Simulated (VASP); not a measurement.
Runs of VASP 6.6.1 on CsBr. Symmetry: Pm-3m, No. 221, cubic system. Conventional cell: a = 4.286 Å, b = 4.286 Å, c = 4.286 Å, α = 90.00°, β = 90.00°, γ = 90.00°. Cs (site symmetry m-3m) has 8 Br at 3.71 Å and 6 Cs at 4.29 Å within 4.9 Å. Within 4.9 Å of Br (site symmetry m-3m) lie 8 Cs at 3.71 Å and 6 Br at 4.29 Å. 

| k mesh | gap on the mesh (eV) | pressure (GPa) |
| --- | --- | --- |
| 7 × 7 × 7 | 4.52 | 1.1 |
| 3 × 3 × 3 | (a) | 1.2 |
| 4 × 4 × 4 | 4.52 | 1.1 |
| 2 × 2 × 2 | 4.46 | 2.0 |
| 5 × 5 × 5 | 4.52 | 1.1 |

Alike in all rows: task single point; level PBE; potentials or basis VASP PAW PBE potentials, release 64 (Cs_sv, Br); no spin polarisation; cell as given; cutoff (eV) 500; smearing fermi-dirac 0.02 eV.

Problem. Fill in the values left out.

Solution. (a) 4.51.

Caveats: some runs use coarse meshes; spin-orbit coupling is left out, which moves the levels of the heavy elements; an odd mesh through Γ misses points on the zone boundary, where band edges can lie (at least some runs).

A k mesh can miss the band edges, and the runs leave out spin-orbit coupling on Br, Cs.
